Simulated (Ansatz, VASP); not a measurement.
This is a calculation of TaTe for VASP 6.6.1.

The input INCAR:

```
SYSTEM = TaTe
PREC = Accurate
ENCUT = 600
EDIFF = 1E-6
ISMEAR = -1
SIGMA = 0.05
LREAL = .False.
LASPH = .True.
NELM = 60
ALGO = Normal
ISIF = 3
LWAVE = .False.
LCHARG = .False.
GGA = PE
IBRION = 2
NSW = 60
EDIFFG = -0.01
```

Contents of KPOINTS:

```
Automatic mesh
0
Gamma
  8 8 8
  0 0 0
```

POSCAR

```
TaTe
1.0
    3.4200900000      0.0000000000      0.0000000000
    0.0000000000      3.4200900000      0.0000000000
    0.0000000000      0.0000000000      3.4200900000
Ta Te
1 1
Direct
    0.5000000000      0.5000000000      0.5000000000
    0.0000000000      0.0000000000      0.0000000000
```

Potentials or basis: VASP PAW PBE potentials, release 64 (Ta_pv, Te).

Launch:

```sh
$ cat potpaw_PBE.64/Ta_pv/POTCAR potpaw_PBE.64/Te/POTCAR > POTCAR
$ mpirun -np 1 vasp_std > vasp.out
```

**Question.** Set up the same calculation for Ansatz 0.2.0. Potentials there: Ansatz PAW.

**Answer.** As run (the cutoff follows the program's own potentials):

The input input.yaml:

```yaml
crystal:
  lattice:
    - [3.42009, 0.0, 0.0]
    - [0.0, 3.42009, 0.0]
    - [0.0, 0.0, 3.42009]
  atoms:
    - { symbol: Ta, position: [0.5, 0.5, 0.5] }
    - { symbol: Te, position: [0.0, 0.0, 0.0] }
hamiltonian:
  xc: pbe
  pseudopotentials: { kind: paw }
kpoints:
  mp_grid: { grid: [8, 8, 8] }
scf:
  occupations: { method: fermi_dirac, width: 0.05 }
output:
  forces: true
  stress: true
  eigenvalues: true
relax:
  f_tol: 0.01
  max_steps: 40
  cell: { stress_tol: 0.05 }
```

Potentials or basis: Ansatz PAW.

Run with:

```sh
$ ansatz run input.yaml --threads 2 --pin off --max-ram 5632MiB --backend cpu --events-out ev --progress --plain --runs-dir out
```

Both were run:

|  | VASP | Ansatz | Ansatz less VASP |
| --- | --- | --- | --- |
| gap on the k mesh at the Fermi level, each at its own relaxed structure (eV) | none | none | - |
| relaxed volume (Å³/atom) | 20.02 | 20.02 | -0.004 |
| relaxed cell length with the largest relative difference (Å) | 3.421 | 3.421 | -0.0002 |

A gap of «none» marks a metal or a gap that the smearing closes. VASP's potentials hold 17 valence electrons a cell and Ansatz's 29, so a difference there can come from the potentials and not from the codes.

Spin-orbit coupling is off throughout. Noted on Ansatz's run: the plane-wave basis is chosen anew once the cell has moved, so the energies of steps on either side of that aren't comparable.
